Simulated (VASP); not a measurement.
Ge, 4 atoms in the cell. It takes space group P6_3/mmc (No. 194, hexagonal). Conventional cell: a = 4.078 Å, b = 4.078 Å, c = 6.718 Å, α = 90.00°, β = 90.00°, γ = 120.00°. Ge (site symmetry 3m) has 4 Ge at 2.50 to 2.52 Å within 3.3 Å. This isn't the form of Ge at room conditions, which is diamond.

| Property | Result |
| --- | --- |
| Program | VASP 6.6.1 |
| Task | single point |
| Functional | PBEsol |
| Potentials or basis | VASP PAW PBE potentials, release 64 (Ge_d) |
| Cutoff | 520 eV |
| k mesh | 12 × 12 × 6 |
| Occupations | gaussian, width 0.1 eV |
| Spin | no spin polarisation |
| Dipole correction | no |
| Further INCAR settings | ALGO = Normal; EDIFF = 1e-06; NBANDS = 36 |

Potentials or basis: VASP PAW PBE potentials, release 64 (Ge_d).

Launch:

```console
$ cat potpaw_PBE.64/Ge_d/POTCAR > POTCAR
$ mpirun -np 1 vasp_std > vasp.out
```

Hardware: 1 thread of Intel Xeon 8259CL, on a shared host.

Question: Estimate the wall time of this run.

Answer: It took 4.3 min on 1 thread of Intel Xeon 8259CL, on a shared host, peak memory 0.32 GiB. Counts: scf iterations 12, k points 76.
